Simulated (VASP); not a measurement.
# Li: single point with PBE+D3(BJ)

The system is Li.

```
CELL_PARAMETERS angstrom
0.00000 2.39214 1.86587
2.39214 0.00000 1.86587
2.39214 2.39214 0.00000
ATOMIC_POSITIONS crystal
Li 0.00000 0.00000 0.00000
```

This cell differs from its parent crystal: ratio of the length along z to the lengths across it x 0.78, volume and fractional coordinates fixed.

* Program: VASP 6.6.1
* Task: single point
* Functional: PBE
* Dispersion: D3(BJ)
* Potentials or basis: VASP PAW PBE potentials, release 64 (Li_sv)
* Cutoff: 520 eV
* k mesh: 20 × 20 × 20
* Occupations: gaussian, width 0.15 eV
* Spin: no spin polarisation
* Dipole correction: no
* Further INCAR settings: ALGO = Normal; EDIFF = 1e-07; NBANDS = 8

```yaml
Dispersion_energy_per_atom: -0.161 eV
```

Levels at points of the mesh, in eV from the Fermi level:
| k point | band 1 | band 2 | band 3 | band 4 | band 5 |
| --- | --- | --- | --- | --- | --- |
| (0.00, 0.00, 0.00) | -46.63 | -3.50 | 13.81 | 14.09 | 14.09 |
| (0.50, 0.00, 0.00) | -46.61 | 0.13 | 2.92 | 10.47 | 12.00 |
| (0.50, 0.50, 0.00) | -46.60 | 4.03 | 6.05 | 6.05 | 6.76 |
| (0.50, 0.00, 0.50) | -46.61 | 0.56 | 3.48 | 9.23 | 10.31 |

Run time: 41 s on 1 thread of Intel(R) Xeon(R) 6975P-C (Granite Rapids) (shared host), peak memory 0.2 GiB.
